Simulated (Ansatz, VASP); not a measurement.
**MgS in VASP and in Ansatz**

```
Mg S
1.0
     0.00000    2.61513    2.61513
     2.61513    0.00000    2.61513
     2.61513    2.61513    0.00000
Mg S
1 1
Direct
  0.00000 0.00000 0.00000
  0.50000 0.50000 0.50000
```

Change from the starting cell: the structure that the rattled cell fell into.

Alike in both runs: functional PBE; k mesh 8 × 8 × 8; occupations gaussian, width 0.02 eV; no spin polarisation.

Ansatz relaxed the structure, and its values are those at the end. VASP's run is a single point on that final structure, the one shown.

|  | VASP | Ansatz |
| --- | --- | --- |
| version | VASP 6.6.1 | Ansatz 0.2.0 |
| potentials or method | VASP PAW PBE potentials, release 64 (Mg, S), cutoff 520 eV | scalar-relativistic, plane waves, PAW |
| valence electrons in the cell | 8 | 16 |

|  | VASP | Ansatz | Ansatz less VASP |
| --- | --- | --- | --- |
| gap on the k mesh at the Fermi level (eV) | 2.74 | 2.76 | +0.015 |
| least direct gap on the mesh (eV) | 3.59 | 3.60 | +0.012 |
| pressure (GPa) | -0.3 | 0.0 | +0.30 |

The functional is the same, so the differences come from potentials, cutoffs and numerics. VASP's potentials hold 8 valence electrons a cell and Ansatz's 16, so a difference there can come from the potentials and not from the codes.
